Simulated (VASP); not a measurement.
Input of a VASP 6.6.1 run:

POSCAR

```
Sc
1.0
    3.3280716152      0.0000000000      0.0000000000
   -1.6640358076      2.8821945644      0.0000000000
    0.0000000000      0.0000000000      5.2121495536
Sc
2
Direct
    0.3333333333      0.6666666667      0.2500000000
    0.6666666667      0.3333333333      0.7500000000
```

The input INCAR.step1:

```
SYSTEM = Sc
PREC = Accurate
ENCUT = 520
ISMEAR = -1
SIGMA = 0.1
LREAL = .FALSE.
LASPH = .TRUE.
NELM = 80
NBANDS = 18
GGA = PE
ALGO = Normal
EDIFF = 1E-4
LWAVE = .TRUE.
LCHARG = .FALSE.
```

INCAR.step2

```
SYSTEM = Sc
PREC = Accurate
ENCUT = 520
EDIFF = 1E-6
ISMEAR = -1
SIGMA = 0.1
LREAL = .FALSE.
LASPH = .TRUE.
NELM = 80
ALGO = Normal
ISIF = 2
LWAVE = .FALSE.
LCHARG = .FALSE.
METAGGA = R2SCAN
LMIXTAU = .TRUE.
NBANDS = 18
ISTART = 1
```

KPOINTS

```
Automatic mesh
0
G
  9 9 5
  0 0 0
```

Potentials or basis: VASP PAW PBE potentials, release 64 (Sc_sv).

Run with:

```bash
$ cat potpaw_PBE.64/Sc_sv/POTCAR > POTCAR
$ cp INCAR.step1 INCAR
$ mpirun -np 1 vasp_std > vasp.out
$ cp INCAR.step2 INCAR
$ mpirun -np 1 vasp_std > vasp.out
```

Question: Predict the band gap on the k mesh.

Answer: Zero (bands 11 and 12 overlap by 1.27 eV).

Question: What does it give for the pressure?

Answer: 0.2 GPa.

Caveat: the PAW data sets were made with another functional, which shifts forces and pressure a little.
